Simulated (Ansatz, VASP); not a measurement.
One calculation of Ba, two programs

```
CELL_PARAMETERS angstrom
4.25349 0.00000 0.00000
-2.12674 3.68363 0.00000
0.00000 0.00000 13.88727
ATOMIC_POSITIONS crystal
Ba 0.00000 0.00000 0.00000
Ba 0.00000 0.00000 0.50000
Ba 0.33333 0.66667 0.25000
Ba 0.66667 0.33333 0.75000
```

Change from the starting cell: volume scaled by 0.85, LAPW.

Alike in both runs: task single point; functional PBE; k mesh 8 × 8 × 2; occupations fermi-dirac, width 0.08 eV; no spin polarisation.

```csv
,VASP,Ansatz
version,VASP 6.6.1,Ansatz 0.2.0
potentials or method,"VASP PAW PBE potentials, release 64 (Ba_sv), cutoff 520 eV","all-electron LAPW, scalar-relativistic"
```

Ansatz gave:

| Quantity | Value |
| --- | --- |
| pressure (GPa) | 1.6 |
| traceless stress, the component that is largest in VASP (GPa) | -0.05 |

What did VASP give for the same quantities?

Pressure (GPa): 1.7; traceless stress, the component that is largest in VASP (GPa): -0.05.

Ansatz ran all-electron here, and VASP with PAW potentials.

Neither program's run includes spin-orbit coupling.
